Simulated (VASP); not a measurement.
# Sb (R-3m) in VASP: single point with LDA

Aim: the single point of Sb with LDA.

Program: VASP 6.6.1. These are calculated values, not measurements. Logs are shortened: lines on timing, memory, paths and dates and some standing lists are left out, and cuts for length are marked.

### 1 The cell of the first run

The structure is trigonal, space group R-3m (No. 166). The conventional cell has a = 4.301 Å, b = 4.301 Å, c = 11.232 Å, α = 90.00°, β = 90.00°, γ = 120.00°. Sb (site symmetry 3m) has 6 Sb at 2.90 to 3.34 Å within 3.8 Å.

### 2 Single point, LDA

The input, INCAR:

```
SYSTEM = Sb
  ALGO = Normal
  EDIFF = 1E-6
  ENCUT = 520
  ISIF = 2
  ISMEAR = -1
  LASPH = .True.
  LCHARG = .False.
  LREAL = .False.
  LWAVE = .False.
  NBANDS = 12
  NELM = 80
  PREC = Accurate
  SIGMA = 0.03
```

The input, KPOINTS:

```
k-points
0
Gamma
  12 12 12
  0 0 0
```

The input, POSCAR:

```
Sb
1.0
    2.1506003320      1.2416496806      3.7440000000
   -2.1506003320      1.2416496806      3.7440000000
    0.0000000000     -2.4832993611      3.7440000000
Sb
2
Direct
    0.2336400000      0.2336400000      0.2336400000
    0.7663600000      0.7663600000      0.7663600000
```

Potentials or basis: VASP PAW LDA potentials, release 64 (Sb).

The run is started by

```
$ cat potpaw_LDA.64/Sb/POTCAR > POTCAR
$ mpirun -np 1 vasp_std > vasp.out
```

OUTCAR:

```text
SYSTEM = Sb
   EDIFF = 1E-6
   ENCUT = 520
   ISIF = 2
   ISMEAR = -1
   LASPH = .True.
   LREAL = .False.
   NELM = 80
   PREC = Accurate

 ion  position               nearest neighbor table
   1  0.234  0.234  0.234-   2 2.90   2 2.90   2 2.90   2 3.34   2 3.34   2 3.34
   2  0.766  0.766  0.766-   1 2.90   1 2.90   1 2.90   1 3.34   1 3.34   1 3.34

  LATTYP: Found a trigonal (rhomboedric) cell.
 ALAT       =     4.4926953733
 COS(alpha) =     0.5417151843

  Lattice vectors:

 A1 = (   2.1506003320,   1.2416496806,   3.7440000000)
 A2 = (  -2.1506003320,   1.2416496806,   3.7440000000)
 A3 = (   0.0000000000,  -2.4832993611,   3.7440000000)

Analysis of symmetry for initial positions (statically):
=====================================================================
 Subroutine PRICEL returns:
 Original cell was already a primitive cell.

 Routine SETGRP: Setting up the symmetry group for a
 trigonal (rhombohedral) supercell.

 Subroutine GETGRP returns: Found 12 space group operations
 (whereof 12 operations were pure point group operations)
 out of a pool of 12 trial point group operations.

The static configuration has the point symmetry D_3d.

Analysis of symmetry for dynamics (positions and initial velocities):
=====================================================================
 Subroutine PRICEL returns:
 Original cell was already a primitive cell.

 Routine SETGRP: Setting up the symmetry group for a
 trigonal (rhombohedral) supercell.

 Subroutine GETGRP returns: Found 12 space group operations
 (whereof 12 operations were pure point group operations)
 out of a pool of 12 trial point group operations.

The dynamic configuration has the point symmetry D_3d.

 Subroutine INISYM returns: Found 12 space group operations
 (whereof 12 operations are pure point group operations),
 and found     1 'primitive' translations

----------------------------------------------------------------------------------------

                                     Primitive cell

  volume of cell :      59.9854

  direct lattice vectors                    reciprocal lattice vectors
     2.150600332  1.241649681  3.744000000     0.232493222  0.134230024  0.089031339
    -2.150600332  1.241649681  3.744000000    -0.232493222  0.134230024  0.089031339
     0.000000000 -2.483299361  3.744000000     0.000000000 -0.268460048  0.089031339

  length of vectors
     4.492695373  4.492695373  4.492695373     0.282838075  0.282838075  0.282838075

  position of ions in fractional coordinates (direct lattice)
     0.233640000  0.233640000  0.233640000
     0.766360000  0.766360000  0.766360000

  ion indices of the primitive-cell ions
   primitive index   ion index
                 1           1
                 2           2

----------------------------------------------------------------------------------------

 KPOINTS: k-points

Automatic generation of k-mesh.
 Grid dimensions read from file:
 generate k-points for:   12   12   12

 Generating k-lattice:

  Cartesian coordinates                     Fractional coordinates (reciprocal lattice)
     0.019374435  0.011185835  0.007419278     0.083333333  0.000000000  0.000000000
    -0.019374435  0.011185835  0.007419278     0.000000000  0.083333333  0.000000000
     0.000000000 -0.022371671  0.007419278     0.000000000  0.000000000  0.083333333

  Length of vectors
     0.023569840  0.023569840  0.023569840

  Shift w.r.t. Gamma in fractional coordinates (k-lattice)
     0.000000000  0.000000000  0.000000000

 Subroutine IBZKPT returns following result:
 ===========================================

 Found    189 irreducible k-points:

 Following reciprocal coordinates:
            Coordinates               Weight
  0.000000  0.000000  0.000000      1.000000
  0.083333  0.000000 -0.000000      6.000000
  0.166667  0.000000  0.000000      6.000000
  0.250000  0.000000  0.000000      6.000000
  0.333333  0.000000  0.000000      6.000000
  0.416667  0.000000  0.000000      6.000000
[... 16 lines left out ...]
  0.500000  0.166667  0.000000     12.000000
 -0.416667  0.166667  0.000000     12.000000
 [... further k-points ...]
   k-points           NKPTS =    189   k-points in BZ     NKDIM =    189   number of bands    NBANDS=     12
   number of dos      NEDOS =    301   number of ions     NIONS =      2
   total plane-waves  NPLWV =  46656
   dimension x,y,z NGX =    36 NGY =   36 NGZ =   36
   dimension x,y,z NGXF=    72 NGYF=   72 NGZF=   72
   ions per type =               2
   NGX,Y,Z   is equivalent  to a cutoff of  13.32, 13.32, 13.32 a.u.
   NGXF,Y,Z  is equivalent  to a cutoff of  26.64, 26.64, 26.64 a.u.
 SYSTEM =  Sb
   PREC   = accura    normal or accurate (medium, high low for compatibility)
   ISTART =      0    job   : 0-new  1-cont  2-samecut
   ICHARG =      2    charge: 1-file 2-atom 10-const
   ISPIN  =      1    spin polarized calculation?
   LNONCOLLINEAR =      F non collinear calculations
   LSORBIT =      F    spin-orbit coupling
   LASPH  =      T    aspherical Exc in radial PAW
   ENCUT  =  520.0 eV  38.22 Ry    6.18 a.u.   8.35  8.35  8.35*2*pi/ulx,y,z
   NELM   =     80;   NELMIN=  2; NELMDL= -5     # of ELM steps
   EDIFF  = 0.1E-05   stopping-criterion for ELM
   LREAL  =      F    real-space projection
[... 7 lines left out ...]
   TEBEG  =    0.0;   TEEND  =   0.0 temperature during run
   PSTRESS=    0.0 pullay stress
   NELECT =      10.0000    total number of electrons
   NUPDOWN=      -1.0000    fix difference up-down
   EMIN   =  10.00;   EMAX   =-10.00  energy-range for DOS
   EFERMI =   0.00;   METHOD = LEGACY
   ISMEAR =    -1;   SIGMA  =   0.03  broadening in eV -4-tet -1-fermi 0-gaus
   EFERMI_NEDOS =   21; number of points for ismear=-14 and -15
   IALGO  =     38    algorithm
   IMIX   =      4    mixing-type and parameters
     AMIX     =   0.40;   BMIX     =  1.00
     AMIX_MAG =   1.60;   BMIX_MAG =  1.00
  volume/ion in A,a.u.               =      29.99       202.40
  Fermi-wavevector in a.u.,A,eV,Ry     =   0.901003  1.702649 11.045295  0.811806
  Thomas-Fermi vector in A             =   2.024030
   LORBIT       =      0    0 simple, 1 ext, 2 COOP (PROOUT), +10 PAW based schemes
   GGA     = CA    functional components
   LHFCALC =     F    Hartree Fock is set to
   AEXX    =    0.0000 exact exchange contribution
   IVDW    =     0    specifies the selected vdW correction
   LEPSILON=     F    determine dielectric tensor
   LRPA    =     F    only Hartree local field effects (RPA)
 non-spin polarized calculation
  energy-cutoff  :      520.00
  volume of cell :       59.99
 maximum number of plane-waves:      1627
 NGX is ok and might be reduce to    36
   NGX = 17   NGY = 17   NGZ = 17

 number of electron      10.0000000 magnetization

 Free energy of the ion-electron system (eV)
  ---------------------------------------------------
  ext. energy  EPLUGINS =         0.00000000
  ---------------------------------------------------
  free energy    TOTEN  =        -9.62032113 eV

  energy without entropy =       -9.61998661  energy(sigma->0) =       -9.62015387

 E-fermi :   7.2172     XC(G=0):  -9.7474

 val. band max:        7.0762501573   @ k =   0.4167   0.0833   0.0833
 cond. band min:       7.2620235423   @ k =   0.3333   0.1667   0.1667
 fundamental gap:      0.1857733850
 Fermi energy:         7.2171873476

 k-point     1 :       0.0000    0.0000    0.0000
  band No.  band energies     occupation
      1      -5.5635      2.00000
      2       2.3769      2.00000
      3       5.1695      2.00000
      4       5.4202      2.00000
      5       5.4202      2.00000
      6       9.2898      0.00000
      7       9.9114      0.00000
      8       9.9114      0.00000
      9      12.2966      0.00000
     10      12.2966      0.00000
     11      12.4639      0.00000
     12      13.7617      0.00000

 k-point     2 :       0.0833    0.0000   -0.0000
  band No.  band energies     occupation
      1      -5.4864      2.00000
      2       2.0252      2.00000
      3       5.2013      2.00000
      4       5.4018      2.00000
      5       5.5519      2.00000
      6       9.2616      0.00000
      7       9.6973      0.00000
      8       9.7283      0.00000
      9      11.9416      0.00000
     10      12.2795      0.00000
     11      12.3004      0.00000
     12      14.3283      0.00000

 k-point     3 :       0.1667    0.0000    0.0000
  band No.  band energies     occupation
      1      -5.2562      2.00000
      2       1.1972      2.00000
      3       5.2111      2.00000
      4       5.3585      2.00000
      5       5.8576      2.00000
      6       8.9970      0.00000
      7       9.2046      0.00000
      8       9.2521      0.00000
      9      11.7378      0.00000
     10      12.2695      0.00000
     11      12.5752      0.00000
     12      15.4752      0.00000
[... 286 lines left out ...]
 k-point    23 :       0.5000    0.1667    0.0000
  band No.  band energies     occupation
      1      -3.3203      2.00000
      2      -1.9517      2.00000
      3       3.6594      2.00000
      4       4.6343      2.00000
      5       5.3208      2.00000
      6       8.6676      0.00000
      7       8.8561      0.00000
      8      10.0009      0.00000
      9      12.7422      0.00000
     10      15.0939      0.00000
     11      15.9768      0.00000
     12      16.1985      0.00000

 k-point    24 :      -0.4167    0.1667    0.0000
  band No.  band energies     occupation
      1      -3.0350      2.00000
      2      -2.2967      2.00000
      3       3.4790      2.00000
      4       4.9679      2.00000
      5       5.5163      2.00000
      6       8.1615      0.00000
      7       8.4918      0.00000
      8      10.3067      0.00000
      9      13.7131      0.00000
     10      14.2414      0.00000
     11      14.8446      0.00000
     12      17.1380      0.00000

 [... further k-points ...]

------------------------ aborting loop because EDIFF is reached ----------------------------------------

  FORCE on cell =-STRESS in cart. coord.  units (eV):
  Direction    XX          YY          ZZ          XY          YZ          ZX
  --------------------------------------------------------------------------------------
  -------------------------------------------------------------------------------------
  Total       -0.1455712     -0.1455712     -0.3337953      0.0000000     -0.0000000      0.0000000
  in kB       -3.8881241     -3.8881241     -8.9154835      0.0000000     -0.0000000      0.0000000
  external PRESSURE =      -5.5639106 kB  Pullay stress =       0.0000000 kB

 VOLUME and BASIS-vectors are now :
 -----------------------------------------------------------------------------
  energy-cutoff  :      520.00
  volume of cell :       59.99
      direct lattice vectors                 reciprocal lattice vectors
     2.150600332  1.241649681  3.744000000     0.232493222  0.134230024  0.089031339
    -2.150600332  1.241649681  3.744000000    -0.232493222  0.134230024  0.089031339
     0.000000000 -2.483299361  3.744000000     0.000000000 -0.268460048  0.089031339

 POSITION                                       TOTAL-FORCE (eV/Angst)
 -----------------------------------------------------------------------------------
      0.00000      0.00000      2.62424         0.000000      0.000000      0.139263
      0.00000      0.00000      8.60776         0.000000     -0.000000     -0.139263
 -----------------------------------------------------------------------------------
    total drift:                                0.000000     -0.000000      0.000000

  FREE ENERGIE OF THE ION-ELECTRON SYSTEM (eV)
  ---------------------------------------------------
  free  energy   TOTEN  =        -9.6203211322 eV

  energy  without entropy=       -9.6199866146  energy(sigma->0) =       -9.62015387
```

It took 83 s on 1 thread of Intel Xeon 6975P-C, shared host; peak memory 0.25 GiB.

What came out:

| Item | Value |
| --- | --- |
| Free energy | -9.6203 eV |
| Pressure | -0.6 GPa |
| Largest force | 0.139 eV/Å |
| Band gap on the k mesh | zero (band 5 reaches 7.26 eV, above the bottom of band 6 at 6.98 eV) |

Forces in eV/Å, atoms in the order of the input:
```
Sb   0.000  0.000  0.139
Sb   0.000  0.000 -0.139
```

Levels at points of the mesh, in eV from the Fermi level:
```tsv
k point	band 1	band 2	band 3	band 4	band 5	band 6	band 7	band 8	band 9	band 10
(0.00, 0.00, 0.00)	-12.78	-4.84	-2.05	-1.80	-1.80	2.07	2.69	2.69	5.08	5.08
(0.50, 0.00, 0.00)	-10.41	-9.68	-1.93	-1.80	-0.27	-0.23	0.19	0.50	7.55	8.18
(0.50, 0.50, 0.00)	-10.41	-8.04	-5.45	-3.75	-3.67	1.52	4.94	5.51	6.93	8.60
(0.50, 0.50, 0.50)	-11.24	-9.01	-1.30	-1.30	-0.53	0.13	0.13	1.13	6.97	8.59
```

Caveat: spin-orbit coupling is left out, which moves the levels of the heavy elements.
